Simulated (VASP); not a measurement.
# Sc4Cl (P4/mmm) in VASP: further runs

Sc4Cl is run at these levels: PBE; tasks: single point.

All numbers are computed with VASP 6.6.1; they aren't measurements. Logs are shortened: lines on timing, memory, paths and dates and some standing lists are left out, and cuts for length are marked.

## 1. The cell of the first run

It takes space group P4/mmm (No. 123, tetragonal). Conventional cell: a = 4.414 Å, b = 4.414 Å, c = 6.242 Å, α = 90.00°, β = 90.00°, γ = 90.00°. Sc (site symmetry 2mm) has 2 Cl at 2.70 Å and 6 Sc at 3.12 Å within 3.6 Å. Within 3.6 Å of Cl (site symmetry 4/mmm) lie 8 Sc at 2.70 Å.

## 2. Single point, PBE (atoms taken out)

The input, INCAR:

```
ALGO = Normal ; EDIFF = 1E-6
ENCUT = 520 ; GGA = PE
ISIF = 2 ; ISMEAR = 0
LASPH = T ; LCHARG = T
LELF = T ; LREAL = F
LVHAR = T ; LWAVE = F
NBANDS = 34 ; NELM = 100
PREC = Accurate ; SIGMA = 0.1
```

The input, KPOINTS:

```
k-points
0
Gamma
  4 4 4
```

The input, POSCAR:

```
Sc4Cl
1.0
    4.4139805200      0.0000000000      0.0000000000
    0.0000000000      4.4139805200      0.0000000000
    0.0000000000      0.0000000000      6.2423111100
Sc Cl
4 1
Direct
    0.5000000000      0.0000000000      0.2500000000
    0.0000000000      0.5000000000      0.7500000000
    0.5000000000      0.0000000000      0.7500000000
    0.0000000000      0.5000000000      0.2500000000
    0.0000000000      0.0000000000      0.0000000000
```

Potentials or basis: VASP PAW PBE potentials, release 64 (Sc_sv, Cl).

The run is started by

```sh
> cat potpaw_PBE.64/Sc_sv/POTCAR potpaw_PBE.64/Cl/POTCAR > POTCAR
> mpirun -np 1 vasp_std > vasp.out
```

OUTCAR:

```text
EDIFF = 1E-6
   ENCUT = 520
   GGA = PE
   ISIF = 2
   ISMEAR = 0
   LASPH = T
   LREAL = F
   NELM = 100
   PREC = Accurate

 ion  position               nearest neighbor table
   1  0.500  0.000  0.250-   5 2.70   5 2.70   3 3.12   3 3.12   4 3.12   4 3.12   4 3.12   4 3.12

   2  0.000  0.500  0.750-   5 2.70   5 2.70   4 3.12   4 3.12   3 3.12   3 3.12   3 3.12   3 3.12

   3  0.500  0.000  0.750-   5 2.70   5 2.70   1 3.12   1 3.12   2 3.12   2 3.12   2 3.12   2 3.12

   4  0.000  0.500  0.250-   5 2.70   5 2.70   2 3.12   2 3.12   1 3.12   1 3.12   1 3.12   1 3.12

   5  0.000  0.000  0.000-   1 2.70   2 2.70   3 2.70   4 2.70   2 2.70   4 2.70   1 2.70   3 2.70

  LATTYP: Found a simple tetragonal cell.
 ALAT       =     4.4139805200
 C/A-ratio  =     1.4142135611

  Lattice vectors:

 A1 = (   4.4139805200,   0.0000000000,   0.0000000000)
 A2 = (   0.0000000000,   4.4139805200,   0.0000000000)
 A3 = (   0.0000000000,   0.0000000000,   6.2423111100)

Analysis of symmetry for initial positions (statically):
=====================================================================
 Subroutine PRICEL returns:
 Original cell was already a primitive cell.

 Routine SETGRP: Setting up the symmetry group for a
 simple tetragonal supercell.

 Subroutine GETGRP returns: Found 16 space group operations
 (whereof 16 operations were pure point group operations)
 out of a pool of 16 trial point group operations.

The static configuration has the point symmetry D_4h.

Analysis of symmetry for dynamics (positions and initial velocities):
=====================================================================
 Subroutine PRICEL returns:
 Original cell was already a primitive cell.

 Routine SETGRP: Setting up the symmetry group for a
 simple tetragonal supercell.

 Subroutine GETGRP returns: Found 16 space group operations
 (whereof 16 operations were pure point group operations)
 out of a pool of 16 trial point group operations.

The dynamic configuration has the point symmetry D_4h.

 Subroutine INISYM returns: Found 16 space group operations
 (whereof 16 operations are pure point group operations),
 and found     1 'primitive' translations

----------------------------------------------------------------------------------------
[... 90 lines left out ...]
   ENCUT  =  520.0 eV  38.22 Ry    6.18 a.u.   8.21  8.21 11.61*2*pi/ulx,y,z
   NELM   =    100;   NELMIN=  2; NELMDL= -5     # of ELM steps
   EDIFF  = 0.1E-05   stopping-criterion for ELM
   LREAL  =      F    real-space projection
   EDIFFG = 0.1E-04   stopping-criterion for IOM
   NSW    =      0    number of steps for IOM
   IBRION =     -1    ionic relax: 0-MD 1-quasi-New 2-CG
   NFREE  =      0    steps in history (QN), initial steepest desc. (CG)
   ISIF   =      2    stress and relaxation
   ISYM   =      2    0-nonsym 1-usesym 2-fastsym
   POTIM  = 0.5000    time-step for ionic-motion
   TEBEG  =    0.0;   TEEND  =   0.0 temperature during run
   PSTRESS=    0.0 pullay stress
   NELECT =      51.0000    total number of electrons
   NUPDOWN=      -1.0000    fix difference up-down
   EMIN   =  10.00;   EMAX   =-10.00  energy-range for DOS
   EFERMI =   0.00;   METHOD = LEGACY
   ISMEAR =     0;   SIGMA  =   0.10  broadening in eV -4-tet -1-fermi 0-gaus
   EFERMI_NEDOS =   21; number of points for ismear=-14 and -15
   IALGO  =     38    algorithm
   IMIX   =      4    mixing-type and parameters
     AMIX     =   0.40;   BMIX     =  1.00
     AMIX_MAG =   1.60;   BMIX_MAG =  1.00
  volume/ion in A,a.u.               =      24.32       164.15
  Fermi-wavevector in a.u.,A,eV,Ry     =   1.225357  2.315590 20.429161  1.501501
  Thomas-Fermi vector in A             =   2.360398
   LORBIT       =      0    0 simple, 1 ext, 2 COOP (PROOUT), +10 PAW based schemes
   GGA     = PE    functional components
   LHFCALC =     F    Hartree Fock is set to
   AEXX    =    0.0000 exact exchange contribution
   IVDW    =     0    specifies the selected vdW correction
   LEPSILON=     F    determine dielectric tensor
   LRPA    =     F    only Hartree local field effects (RPA)
 non-spin polarized calculation
 Gauss-broadening in eV      SIGMA  =   0.10
  energy-cutoff  :      520.00
  volume of cell :      121.62
 maximum number of plane-waves:      3320
 NGX is ok and might be reduce to    36
   NGX = 17   NGY = 17   NGZ = 23

 number of electron      50.9999984 magnetization

 Free energy of the ion-electron system (eV)
  ---------------------------------------------------
  ext. energy  EPLUGINS =         0.00000000
  ---------------------------------------------------
  free energy    TOTEN  =       -25.95714217 eV

  energy without entropy =      -25.90381611  energy(sigma->0) =      -25.93047914

 E-fermi :   4.3274     XC(G=0):  -9.6538

 val. band max:        4.3181984393   @ k =   0.5000   0.5000   0.0000
 cond. band min:       4.3294258460   @ k =   0.0000   0.0000   0.0000
 fundamental gap:      0.0112274067
 Fermi energy:         4.3273784813

 k-point     1 :       0.0000    0.0000    0.0000
  band No.  band energies     occupation
      1     -45.4717      2.00000
      2     -45.4356      2.00000
      3     -45.4010      2.00000
      4     -45.3675      2.00000
      5     -24.3138      2.00000
      6     -24.2694      2.00000
[... 655 lines left out ...]
     33       6.1658      0.00000
     34       6.1680      0.00000

------------------------ aborting loop because EDIFF is reached ----------------------------------------

  FORCE on cell =-STRESS in cart. coord.  units (eV):
  Direction    XX          YY          ZZ          XY          YZ          ZX
  --------------------------------------------------------------------------------------
  -------------------------------------------------------------------------------------
  Total       -1.4780327     -1.4780327     -1.1422344      0.0000000     -0.0000000      0.0000000
  in kB      -19.4710060    -19.4710060    -15.0473344      0.0000000     -0.0000000      0.0000000
  external PRESSURE =     -17.9964488 kB  Pullay stress =       0.0000000 kB

 VOLUME and BASIS-vectors are now :
 -----------------------------------------------------------------------------
  energy-cutoff  :      520.00
  volume of cell :      121.62
      direct lattice vectors                 reciprocal lattice vectors
     4.413980520  0.000000000  0.000000000     0.226552880  0.000000000  0.000000000
     0.000000000  4.413980520  0.000000000     0.000000000  0.226552880  0.000000000
     0.000000000  0.000000000  6.242311110     0.000000000  0.000000000  0.160197078

 POSITION                                       TOTAL-FORCE (eV/Angst)
 -----------------------------------------------------------------------------------
      2.20699      0.00000      1.56058        -0.000000      0.000000      0.313855
      0.00000      2.20699      4.68173         0.000000      0.000000     -0.313855
      2.20699      0.00000      4.68173        -0.000000     -0.000000     -0.313855
      0.00000      2.20699      1.56058        -0.000000      0.000000      0.313855
      0.00000      0.00000      0.00000        -0.000000      0.000000      0.000000
 -----------------------------------------------------------------------------------
    total drift:                                0.000000      0.000000      0.000000

  FREE ENERGIE OF THE ION-ELECTRON SYSTEM (eV)
  ---------------------------------------------------
  free  energy   TOTEN  =       -25.9571421654 eV

  energy  without entropy=      -25.9038161057  energy(sigma->0) =      -25.93047914
```

OSZICAR:

```text
N       E                     dE             d eps       ncg     rms          rms(c)
DAV:   1     0.995102449008E+03    0.99510E+03   -0.22440E+04  1224   0.153E+03
DAV:   2     0.661633519283E+02   -0.92894E+03   -0.91677E+03  1792   0.690E+02
DAV:   3    -0.225328365609E+02   -0.88696E+02   -0.86221E+02  1986   0.269E+02
DAV:   4    -0.281580556952E+02   -0.56252E+01   -0.53914E+01  2030   0.585E+01
DAV:   5    -0.283825503678E+02   -0.22449E+00   -0.22087E+00  2056   0.135E+01    0.122E+01
DAV:   6    -0.260999105210E+02    0.22826E+01   -0.73304E+00  1728   0.212E+01    0.471E+00
DAV:   7    -0.259651947953E+02    0.13472E+00   -0.77433E-01  1824   0.681E+00    0.163E+00
DAV:   8    -0.259571566034E+02    0.80382E-02   -0.75227E-02  1774   0.234E+00    0.643E-01
DAV:   9    -0.259567854636E+02    0.37114E-03   -0.11059E-02  2104   0.825E-01    0.220E-01
DAV:  10    -0.259571578084E+02   -0.37234E-03   -0.11927E-03  2012   0.286E-01    0.572E-02
DAV:  11    -0.259571469758E+02    0.10833E-04   -0.11898E-04  1912   0.111E-01    0.351E-02
DAV:  12    -0.259571420969E+02    0.48789E-05   -0.51567E-05  1916   0.444E-02    0.597E-03
DAV:  13    -0.259571421654E+02   -0.68482E-07   -0.17599E-06  1248   0.130E-02
   1 F= -.25957142E+02 E0= -.25930479E+02  d E =-.533261E-01
```

Run time: 74 s. Hardware: 1 thread of AMD EPYC 7R43 (Zen 3), shared host; peak memory 0.22 GiB.

Results:

- Free energy: -25.9571 eV
- Pressure: -1.8 GPa
- Largest force: 0.314 eV/Å
- Band gap on the k mesh: zero (an odd number of electrons rules out a gap without spin polarisation)

Forces on the atoms (eV/Å):
```
Sc   0.000  0.000  0.314
Sc   0.000  0.000 -0.314
Sc   0.000  0.000 -0.314
Sc   0.000  0.000  0.314
Cl   0.000  0.000  0.000
```

Stress tensor (GPa, compression positive):
```
-1.95  0.00  0.00
 0.00 -1.95  0.00
 0.00  0.00 -1.50
```

Levels at points of the mesh, in eV from the Fermi level:
| k point | band 21 | band 22 | band 23 | band 24 | band 25 | band 26 | band 27 | band 28 | band 29 | band 30 |
| --- | --- | --- | --- | --- | --- | --- | --- | --- | --- | --- |
| (0.00, 0.00, 0.00) | -3.90 | -1.66 | -0.93 | -0.74 | -0.52 | -0.42 | 0.00 | 0.51 | 0.51 | 1.26 |
| (0.50, 0.00, 0.00) | -2.08 | -1.94 | -0.66 | -0.42 | 0.02 | 0.14 | 0.29 | 0.64 | 0.78 | 0.96 |
| (0.50, 0.50, 0.00) | -1.77 | -1.28 | -0.66 | -0.42 | -0.42 | -0.40 | -0.40 | -0.01 | -0.01 | 1.51 |
| (0.00, 0.00, 0.50) | -2.87 | -2.52 | -0.98 | -0.54 | -0.26 | -0.24 | 0.47 | 0.47 | 0.63 | 0.93 |
| (0.50, 0.00, 0.50) | -1.83 | -1.39 | -0.92 | -0.04 | 0.08 | 0.66 | 0.75 | 0.77 | 0.79 | 1.02 |
| (0.50, 0.50, 0.50) | -1.64 | -1.05 | -1.05 | -0.99 | -0.80 | 0.21 | 0.21 | 0.89 | 0.89 | 1.24 |

Caveat: the cell differs from its parent crystal (atoms taken out); an odd number of electrons without spin polarisation forces a metal; a magnetic or distorted state may lie lower.

## 3. Single point, PBE, collinear spin (atoms taken out)

The input, INCAR:

```
SYSTEM = Sc4Cl
  PREC = Accurate
  ENCUT = 520
  EDIFF = 1E-6
  ISMEAR = 0
  SIGMA = 0.1
  LREAL = .FALSE.
  LASPH = .TRUE.
  NELM = 150
  ALGO = Normal
  ISIF = 2
  LWAVE = .FALSE.
  LCHARG = .FALSE.
  ISPIN = 2
  MAGMOM = 1 1 1 1 0
  LORBIT = 11
  LMAXMIX = 4
  GGA = PE
  NBANDS = 38
```

The input, KPOINTS:

```
Automatic mesh
0
G
  4 4 4
  0 0 0
```

POSCAR is that of step 2.

Potentials or basis: VASP PAW PBE potentials, release 64 (Sc_sv, Cl).

The run is started by

```sh
> cat potpaw_PBE.64/Sc_sv/POTCAR potpaw_PBE.64/Cl/POTCAR > POTCAR
> mpirun -np 1 vasp_std > vasp.out
```

Wall time 3.1 min (1 thread of AMD EPYC 7R43 (Zen 3), shared host); peak memory 0.31 GiB.

Results (log left out):

```
Free energy                                           : -26.0013 eV
Pressure                                              : -1.3 GPa
Largest force                                         : 0.345 eV/Å
Net moment                                            : 2.43 μB per cell
Site moments                                          : Sc +0.43; Cl -0.02 μB
Valence electrons inside the program's atomic spheres : Sc 9.44; Cl 5.09
```

Forces on the atoms (eV/Å):
```
Sc   0.000  0.000  0.345
Sc   0.000  0.000 -0.345
Sc   0.000  0.000 -0.345
Sc   0.000  0.000  0.345
Cl   0.000  0.000  0.000
```

Stress tensor (GPa, compression positive):
```
-1.71  0.00  0.00
 0.00 -1.71  0.00
 0.00  0.00 -0.62
```

Levels at points of the mesh, in eV from the Fermi level:
Spin up:
| k point | band 23 | band 24 | band 25 | band 26 | band 27 | band 28 | band 29 | band 30 | band 31 | band 32 |
| --- | --- | --- | --- | --- | --- | --- | --- | --- | --- | --- |
| (0.00, 0.00, 0.00) | -1.10 | -1.07 | -0.69 | -0.58 | -0.35 | 0.44 | 0.44 | 1.19 | 1.66 | 1.69 |
| (0.50, 0.00, 0.00) | -0.81 | -0.48 | -0.21 | -0.07 | 0.12 | 0.41 | 0.65 | 0.66 | 0.97 | 1.25 |
| (0.50, 0.50, 0.00) | -0.75 | -0.72 | -0.72 | -0.58 | -0.58 | -0.24 | -0.24 | 1.47 | 1.91 | 1.91 |
| (0.00, 0.00, 0.50) | -1.15 | -0.87 | -0.59 | -0.36 | 0.41 | 0.41 | 0.46 | 0.83 | 1.16 | 1.57 |
| (0.50, 0.00, 0.50) | -1.00 | -0.19 | -0.15 | 0.36 | 0.50 | 0.59 | 0.62 | 0.82 | 1.14 | 1.16 |
| (0.50, 0.50, 0.50) | -1.32 | -1.04 | -0.86 | -0.09 | -0.09 | 0.75 | 0.75 | 1.17 | 1.26 | 1.26 |
Spin down:
```
           k point  band 20  band 21  band 22  band 23  band 24  band 25  band 26  band 27  band 28  band 29
(0.00, 0.00, 0.00)    -7.54    -3.70    -1.52    -0.65    -0.23    -0.23    -0.16     0.54     0.67     0.67
(0.50, 0.00, 0.00)    -7.51    -1.92    -1.78    -0.42    -0.28     0.34     0.48     0.59     0.99     1.06
(0.50, 0.50, 0.00)    -7.42    -1.62    -1.16    -0.50    -0.15    -0.15     0.05     0.05     0.40     0.40
(0.00, 0.00, 0.50)    -7.53    -2.71    -2.31    -0.69    -0.07    -0.03     0.28     0.64     0.64     0.89
(0.50, 0.00, 0.50)    -7.51    -1.64    -1.26    -0.76     0.20     0.42     0.98     1.08     1.09     1.17
(0.50, 0.50, 0.50)    -7.43    -1.48    -0.86    -0.66    -0.66    -0.66     0.67     0.67     1.15     1.15
```

Caveat: the cell differs from its parent crystal (atoms taken out).
